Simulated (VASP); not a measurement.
# TaN (Fm-3m) in VASP: a series of runs

TaN is run at these levels: revPBE, LDA; tasks: relaxation of cell and atoms, single point.

Everything below comes from runs of VASP 6.6.1. Logs are shortened: lines on timing, memory, paths and dates and some standing lists are left out, and cuts for length are marked.

## (1) The cell of the first run

The structure is cubic, space group Fm-3m (No. 225). The conventional cell has a = 4.423 Å, b = 4.423 Å, c = 4.423 Å, α = 90.00°, β = 90.00°, γ = 90.00°. Within 2.9 Å of Ta (site symmetry m-3m) lie 6 N at 2.21 Å. N (site symmetry m-3m) has 6 Ta at 2.21 Å within 2.9 Å.

## (2) Relaxation of cell and atoms, revPBE

File INCAR:

```
SYSTEM = TaN
  PREC = Accurate
  ENCUT = 600
  EDIFF = 1E-7
  ISMEAR = -1
  SIGMA = 0.05
  LREAL = .FALSE.
  LASPH = .TRUE.
  NELM = 80
  ALGO = Normal
  ISIF = 3
  LWAVE = .FALSE.
  LCHARG = .FALSE.
  GGA = RE
  IBRION = 2
  NSW = 80
  EDIFFG = -0.005
```

File KPOINTS:

```
Automatic mesh
0
G
  10 10 10
  0 0 0
```

File POSCAR:

```
TaN
1.0
    0.0000000000      2.2113230000      2.2113230000
    2.2113230000      0.0000000000      2.2113230000
    2.2113230000      2.2113230000      0.0000000000
Ta N
1 1
Direct
    0.5000000000      0.5000000000      0.5000000000
    0.0000000000      0.0000000000      0.0000000000
```

Potentials or basis: VASP PAW PBE potentials, release 64 (Ta_pv, N).

The run is started by

```bash
$ cat potpaw_PBE.64/Ta_pv/POTCAR potpaw_PBE.64/N/POTCAR > POTCAR
$ mpirun -np 1 vasp_std > vasp.out
```

OUTCAR:

```text
SYSTEM = TaN
   PREC = Accurate
   ENCUT = 600
   EDIFF = 1E-7
   ISMEAR = -1
   LREAL = .FALSE.
   LASPH = .TRUE.
   NELM = 80
   ISIF = 3
   GGA = RE
   IBRION = 2
   NSW = 80
   EDIFFG = -0.005

 ion  position               nearest neighbor table
   1  0.500  0.500  0.500-   2 2.21   2 2.21   2 2.21   2 2.21   2 2.21   2 2.21
   2  0.000  0.000  0.000-   1 2.21   1 2.21   1 2.21   1 2.21   1 2.21   1 2.21

  LATTYP: Found a face centered cubic cell.
 ALAT       =     4.4226460000

  Lattice vectors:

 A1 = (   0.0000000000,   2.2113230000,   2.2113230000)
 A2 = (   2.2113230000,   0.0000000000,   2.2113230000)
 A3 = (   2.2113230000,   2.2113230000,   0.0000000000)

Analysis of symmetry for initial positions (statically):
=====================================================================
 Subroutine PRICEL returns:
 Original cell was already a primitive cell.

 Routine SETGRP: Setting up the symmetry group for a
 face centered cubic supercell.

 Subroutine GETGRP returns: Found 48 space group operations
 (whereof 48 operations were pure point group operations)
 out of a pool of 48 trial point group operations.

The static configuration has the point symmetry O_h .

Analysis of symmetry for dynamics (positions and initial velocities):
=====================================================================
 Subroutine PRICEL returns:
 Original cell was already a primitive cell.

 Routine SETGRP: Setting up the symmetry group for a
 face centered cubic supercell.

 Subroutine GETGRP returns: Found 48 space group operations
 (whereof 48 operations were pure point group operations)
 out of a pool of 48 trial point group operations.

The dynamic configuration has the point symmetry O_h .

 Subroutine INISYM returns: Found 48 space group operations
 (whereof 48 operations are pure point group operations),
 and found     1 'primitive' translations

----------------------------------------------------------------------------------------

                                     Primitive cell

  volume of cell :      21.6265

  direct lattice vectors                    reciprocal lattice vectors
     0.000000000  2.211323000  2.211323000    -0.226108985  0.226108985  0.226108985
     2.211323000  0.000000000  2.211323000     0.226108985 -0.226108985  0.226108985
     2.211323000  2.211323000  0.000000000     0.226108985  0.226108985 -0.226108985

  length of vectors
     3.127282977  3.127282977  3.127282977     0.391632251  0.391632251  0.391632251

  position of ions in fractional coordinates (direct lattice)
     0.500000000  0.500000000  0.500000000
     0.000000000  0.000000000  0.000000000

  ion indices of the primitive-cell ions
   primitive index   ion index
                 1           1
                 2           2

----------------------------------------------------------------------------------------

 KPOINTS: Automatic mesh

Automatic generation of k-mesh.
 Grid dimensions read from file:
 generate k-points for:   10   10   10

 Generating k-lattice:

  Cartesian coordinates                     Fractional coordinates (reciprocal lattice)
    -0.022610899  0.022610899  0.022610899     0.100000000  0.000000000  0.000000000
     0.022610899 -0.022610899  0.022610899     0.000000000  0.100000000  0.000000000
     0.022610899  0.022610899 -0.022610899     0.000000000  0.000000000  0.100000000

  Length of vectors
     0.039163225  0.039163225  0.039163225

  Shift w.r.t. Gamma in fractional coordinates (k-lattice)
     0.000000000  0.000000000  0.000000000

 Subroutine IBZKPT returns following result:
 ===========================================

 Found     47 irreducible k-points:

 Following reciprocal coordinates:
            Coordinates               Weight
  0.000000  0.000000  0.000000      1.000000
  0.100000  0.000000  0.000000      8.000000
  0.200000  0.000000  0.000000      8.000000
  0.300000  0.000000  0.000000      8.000000
  0.400000  0.000000  0.000000      8.000000
  0.500000  0.000000  0.000000      4.000000
[... 16 lines left out ...]
  0.300000  0.300000  0.000000      6.000000
  0.400000  0.300000  0.000000     24.000000
 [... further k-points ...]
   k-points           NKPTS =     47   k-points in BZ     NKDIM =     47   number of bands    NBANDS=     12
   number of dos      NEDOS =    301   number of ions     NIONS =      2
   total plane-waves  NPLWV =  21952
   dimension x,y,z NGX =    28 NGY =   28 NGZ =   28
   dimension x,y,z NGXF=    56 NGYF=   56 NGZF=   56
   ions per type =               1   1
   NGX,Y,Z   is equivalent  to a cutoff of  14.88, 14.88, 14.88 a.u.
   NGXF,Y,Z  is equivalent  to a cutoff of  29.77, 29.77, 29.77 a.u.
 SYSTEM =  TaN
   PREC   = accura    normal or accurate (medium, high low for compatibility)
   ISTART =      0    job   : 0-new  1-cont  2-samecut
   ICHARG =      2    charge: 1-file 2-atom 10-const
   ISPIN  =      1    spin polarized calculation?
   LNONCOLLINEAR =      F non collinear calculations
   LSORBIT =      F    spin-orbit coupling
   LASPH  =      T    aspherical Exc in radial PAW
   ENCUT  =  600.0 eV  44.10 Ry    6.64 a.u.   6.25  6.25  6.25*2*pi/ulx,y,z
   NELM   =     80;   NELMIN=  2; NELMDL= -5     # of ELM steps
   EDIFF  = 0.1E-06   stopping-criterion for ELM
   LREAL  =      F    real-space projection
   EDIFFG = -.5E-02   stopping-criterion for IOM
   NSW    =     80    number of steps for IOM
   IBRION =      2    ionic relax: 0-MD 1-quasi-New 2-CG
   NFREE  =      1    steps in history (QN), initial steepest desc. (CG)
   ISIF   =      3    stress and relaxation
   ISYM   =      2    0-nonsym 1-usesym 2-fastsym
   POTIM  = 0.5000    time-step for ionic-motion
   TEBEG  =    0.0;   TEEND  =   0.0 temperature during run
   PSTRESS=    0.0 pullay stress
   NELECT =      16.0000    total number of electrons
   NUPDOWN=      -1.0000    fix difference up-down
   EMIN   =  10.00;   EMAX   =-10.00  energy-range for DOS
   EFERMI =   0.00;   METHOD = LEGACY
   ISMEAR =    -1;   SIGMA  =   0.05  broadening in eV -4-tet -1-fermi 0-gaus
   EFERMI_NEDOS =   21; number of points for ismear=-14 and -15
   IALGO  =     38    algorithm
   IMIX   =      4    mixing-type and parameters
     AMIX     =   0.40;   BMIX     =  1.00
     AMIX_MAG =   1.60;   BMIX_MAG =  1.00
  volume/ion in A,a.u.               =      10.81        72.97
  Fermi-wavevector in a.u.,A,eV,Ry     =   1.480651  2.798024 29.828417  2.192327
  Thomas-Fermi vector in A             =   2.594659
   LORBIT       =      0    0 simple, 1 ext, 2 COOP (PROOUT), +10 PAW based schemes
   GGA     = RE    functional components
   LHFCALC =     F    Hartree Fock is set to
   AEXX    =    0.0000 exact exchange contribution
   IVDW    =     0    specifies the selected vdW correction
   LEPSILON=     F    determine dielectric tensor
   LRPA    =     F    only Hartree local field effects (RPA)
 conjugate gradient relaxation of ions
 non-spin polarized calculation
  energy-cutoff  :      600.00
  volume of cell :       21.63
 maximum number of plane-waves:       740
 NGX is ok and might be reduce to    28
   NGX = 13   NGY = 13   NGZ = 13

--------------------------------------- Ionic step        1  -------------------------------------------

 number of electron      15.9999999 magnetization

 Free energy of the ion-electron system (eV)
  ---------------------------------------------------
  ext. energy  EPLUGINS =         0.00000000
  ---------------------------------------------------
  free energy    TOTEN  =       -20.98472452 eV

  energy without entropy =      -20.97880764  energy(sigma->0) =      -20.98176608

------------------------ aborting loop because EDIFF is reached ----------------------------------------

  FORCE on cell =-STRESS in cart. coord.  units (eV):
  Direction    XX          YY          ZZ          XY          YZ          ZX
  --------------------------------------------------------------------------------------
  -------------------------------------------------------------------------------------
  Total        0.3650724      0.3650724      0.3650724      0.0000000      0.0000000      0.0000000
  in kB       27.0460018     27.0460018     27.0460018      0.0000000      0.0000000      0.0000000
  external PRESSURE =      27.0460018 kB  Pullay stress =       0.0000000 kB
[... 57 lines left out ...]
  energy  without entropy=      -20.9731019047  energy(sigma->0) =      -20.97617684

--------------------------------------- Ionic step        3  -------------------------------------------

 number of electron      15.9999999 magnetization

 Free energy of the ion-electron system (eV)
  ---------------------------------------------------
  ext. energy  EPLUGINS =         0.00000000
  ---------------------------------------------------
  free energy    TOTEN  =       -20.98622340 eV

  energy without entropy =      -20.98023575  energy(sigma->0) =      -20.98322958

 E-fermi :   9.3693     XC(G=0): -13.2535

 val. band max:        9.2798933375   @ k =  -0.2000   0.2000   0.0000
 cond. band min:       9.4030650799   @ k =   0.0000   0.0000   0.0000
 fundamental gap:      0.1231717424
 Fermi energy:         9.3693366170

 k-point     1 :       0.0000    0.0000    0.0000
  band No.  band energies     occupation
      1     -26.5277      2.00000
      2     -26.5277      2.00000
      3     -26.5277      2.00000
      4      -9.3615      2.00000
      5       5.5895      2.00000
      6       5.5895      2.00000
      7       5.5895      2.00000
      8       7.3041      2.00000
      9       7.3041      2.00000
     10       7.3041      2.00000
     11       9.4031      0.67495
     12       9.4031      0.67494
[... 331 lines left out ...]
 k-point    24 :       0.4000    0.3000    0.0000
  band No.  band energies     occupation
      1     -27.0761      2.00000
      2     -26.7468      2.00000
      3     -26.7236      2.00000
      4      -7.8563      2.00000
      5       1.5092      2.00000
      6       3.5683      2.00000
      7       4.2207      2.00000
      8       5.5726      2.00000
      9      11.4373      0.00000
     10      12.1519      0.00000
     11      12.2304      0.00000
     12      13.0012      0.00000

 [... further k-points ...]

------------------------ aborting loop because EDIFF is reached ----------------------------------------

  FORCE on cell =-STRESS in cart. coord.  units (eV):
  Direction    XX          YY          ZZ          XY          YZ          ZX
  --------------------------------------------------------------------------------------
  -------------------------------------------------------------------------------------
  Total       -0.0002865     -0.0002865     -0.0002865     -0.0000000      0.0000000      0.0000000
  in kB       -0.0210525     -0.0210525     -0.0210525     -0.0000000      0.0000000      0.0000000
  external PRESSURE =      -0.0210525 kB  Pullay stress =       0.0000000 kB
[... 17 lines left out ...]
  FREE ENERGIE OF THE ION-ELECTRON SYSTEM (eV)
  ---------------------------------------------------
  free  energy   TOTEN  =       -20.9862234012 eV

  energy  without entropy=      -20.9802357496  energy(sigma->0) =      -20.98322958

 reached required accuracy - stopping structural energy minimisation
```

Wall time 30 s (1 thread of Intel Xeon Platinum 8559C (Emerald Rapids), shared host); peak memory 0.17 GiB.

What came out:

```yaml
Free_energy: -20.9862 eV
Relaxed_volume: 10.90 Å³/atom
Relaxed_cell: a = 3.136 Å, b = 3.136 Å, c = 3.136 Å, α = 60.00°, β = 60.00°, γ = 60.00°
Space_group_after_relaxing_to_0.05_Å: Fm-3m (No. 225)
Energy_gained_by_relaxing: 0.7 meV/atom
Ionic_steps: 3
Pressure_after_relaxing: 0.0 GPa
Band_gap_on_the_k_mesh: zero (band 8 reaches 11.16 eV, above the bottom of band 9 at 7.30 eV)
```

The path:
```csv
step,energy change (eV),largest force (eV/Å),pressure (GPa),volume (Å³)
1,0.0000,0.0000,2.70,21.63
2,0.0055,0.0000,-5.53,22.20
3,-0.0015,0.0000,0.00,21.81
```

Final structure:
```cif
data_structure
_symmetry_space_group_name_H-M 'P 1'
_symmetry_Int_Tables_number 1
_cell_length_a 3.1360
_cell_length_b 3.1360
_cell_length_c 3.1360
_cell_angle_alpha 60.000
_cell_angle_beta 60.000
_cell_angle_gamma 60.000
_cell_volume 21.81
loop_
_atom_site_label
_atom_site_type_symbol
_atom_site_fract_x
_atom_site_fract_y
_atom_site_fract_z
_atom_site_occupancy
Ta1 Ta 0.50000 0.50000 0.50000 1
N1 N 0.00000 0.00000 0.00000 1
```

Caveat: the PAW data sets were made with another functional, which shifts forces and pressure a little; spin-orbit coupling is left out, which moves the levels of the heavy elements.

## (3) Single point, LDA, non-collinear spin, zero start, spin-orbit coupling

File INCAR:

```
PREC     = Accurate       # precision mode
ENCUT    = 520            # plane-wave cutoff, eV
EDIFF    = 1E-7           # SCF threshold, eV
ISMEAR   = -1             # smearing method
SIGMA    = 0.05           # smearing width, eV
LREAL    = F              # projectors in reciprocal space
LASPH    = T              # aspherical terms in the spheres
NELM     = 150            # most SCF steps
ALGO     = Normal         # electronic algorithm
ISIF     = 2              # what is computed and relaxed
LWAVE    = F              # write WAVECAR
LCHARG   = F              # write CHGCAR
MAGMOM   = 0 0 0 0 0 0    # initial moments
LORBIT   = 11             # projections on sites
LSORBIT  = T              # spin-orbit coupling
GGA_COMPAT= F            
LORBMOM  = T            
LMAXMIX  = 4              # l up to which the mixer works
GGA      = CA             # functional
NBANDS   = 28             # bands
```

File KPOINTS:

```
Automatic mesh
0
Gamma
  7 7 7
```

POSCAR is that of step 2.

Potentials or basis: VASP PAW LDA potentials, release 64 (Ta_pv, N).

The run is started by

```bash
$ cat potpaw_LDA.64/Ta_pv/POTCAR potpaw_LDA.64/N/POTCAR > POTCAR
$ mpirun -np 1 vasp_ncl > vasp.out
```

Wall time 12 s (1 thread of Intel Xeon Platinum 8559C (Emerald Rapids), shared host); peak memory 0.18 GiB.

Results (log left out):

| Item | Value |
| --- | --- |
| Free energy | -24.8192 eV |
| Pressure | -14.9 GPa |
| Net moment | 0.00 μB per cell |
| Valence electrons inside the program's atomic spheres | Ta 8.93; N 3.71 |

Moments on the atoms (μB; x, y, z):
```
Ta  0.00 0.00 0.00
N   0.00 0.00 0.00
```

## (4) Single point, LDA

This run uses another cell than the first one, of 10.16 Å³/atom, 0.940 times its volume.

File INCAR:

```
PREC = Accurate ; ENCUT = 520
EDIFF = 1E-6 ; ISMEAR = -1
SIGMA = 0.05 ; LREAL = F
LASPH = T ; NELM = 80
ALGO = Normal ; ISIF = 2
LWAVE = F ; LCHARG = F
GGA = CA ; NBANDS = 15
```

File KPOINTS:

```
Automatic mesh
0
Gamma
  10 10 10
```

File POSCAR:

```
TaN
1.0
    0.0000000000      2.1661812927      2.1661812927
    2.1661812927      0.0000000000      2.1661812927
    2.1661812927      2.1661812927      0.0000000000
Ta N
1 1
Direct
    0.5000000000      0.5000000000      0.5000000000
    0.0000000000      0.0000000000      0.0000000000
```

The run is started by

```bash
$ cat potpaw_LDA.64/Ta_pv/POTCAR potpaw_LDA.64/N/POTCAR > POTCAR
$ mpirun -np 1 vasp_std > vasp.out
```

Run time: 5.8 s. Hardware: 1 thread of Intel Xeon Platinum 8488C (Sapphire Rapids), shared host; peak memory 0.14 GiB.

It converged, with:

```yaml
Free_energy: -24.1573 eV
Pressure: 6.3 GPa
Band_gap_on_the_k_mesh: zero (band 8 reaches 11.94 eV, above the bottom of band 9 at 7.66 eV)
```

Levels at points of the mesh, in eV from the Fermi level:
```csv
k point,band 4,band 5,band 6,band 7,band 8,band 9,band 10,band 11,band 12,band 13
"(0.00, 0.00, 0.00)",-18.99,-3.91,-3.91,-3.91,-2.29,-2.29,-2.29,-0.02,-0.02,2.11
"(0.50, 0.00, 0.00)",-15.59,-10.72,-7.92,-7.92,1.99,1.99,2.12,4.08,7.97,7.97
"(0.50, 0.50, 0.00)",-17.71,-6.63,-5.81,-4.68,-4.68,2.17,3.76,3.76,5.09,7.28
```

Caveat: spin-orbit coupling is left out, which moves the levels of the heavy elements.

## (5) Overview

```tsv
task	level	potentials or basis	spin	cell	k mesh	cutoff (eV)	gap on the mesh (eV)	pressure (GPa)
relaxation of cell and atoms	revPBE	VASP PAW PBE potentials, release 64 (Ta_pv, N)	off	relaxed from a = 3.127 Å, angles 60.0°, 2 atoms	10 × 10 × 10	600	none	0.0
single point	LDA	VASP PAW LDA potentials, release 64 (Ta_pv, N)	non-collinear, zero start, SOC	a = 3.127 Å, angles 60.0°, 2 atoms	7 × 7 × 7	520	-	-14.9
single point	LDA	VASP PAW LDA potentials, release 64 (Ta_pv, N)	off	a = 3.063 Å, angles 60.0°, 2 atoms	10 × 10 × 10	520	none	6.3
```

Alike in all rows: smearing fermi-dirac 0.05 eV.

Caveats: spin-orbit coupling is left out, which moves the levels of the heavy elements (some runs); the PAW data sets were made with another functional, which shifts forces and pressure a little (some runs).

Absolute energies hang on the potentials; compare differences alone.
